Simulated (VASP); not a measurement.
GaAs: single point with PBE

Crystal: GaAs.

```xyz
2
Lattice="0.0000 2.8331 2.8331 2.8331 0.0000 2.8331 2.8331 2.8331 0.0000" Properties=species:S:1:pos:R:3 pbc="T T T"
Ga    0.0000    0.0000    0.0000
As    1.4165    1.4165    1.4165
```

* Program: VASP 6.6.1
* Task: single point
* Functional: PBE
* Potentials or basis: VASP PAW PBE potentials, release 64 (Ga_d, As_d)
* Cutoff: 510 eV
* k mesh: 8 × 8 × 8
* Occupations: fermi-dirac, width 0.02 eV
* Spin: no spin polarisation
* Dipole correction: no
* Further INCAR settings: ALGO = Normal; EDIFF = 1e-06; NBANDS = 21

```
Pressure               : 2.7 GPa
Band gap on the k mesh : 0.47 eV
```

Levels at points of the mesh, in eV from the valence-band top:
```csv
k point,band 11,band 12,band 13,band 14,band 15,band 16,band 17,band 18
"(0.00, 0.00, 0.00)",-12.68,0.00,0.00,0.00,0.47,3.74,3.74,3.74
"(0.50, 0.00, 0.00)",-10.94,-6.60,-1.13,-1.13,0.98,4.64,4.64,7.76
"(0.50, 0.50, 0.00)",-10.21,-6.78,-2.65,-2.65,1.48,1.67,10.13,10.13
```

Run time: 38 s on 1 thread of Intel(R) Xeon(R) Platinum 8488C (Sapphire Rapids), on a shared host, peak memory 0.18 GiB.

Caveat: semilocal functionals underestimate gaps, and a narrow one can read as zero.
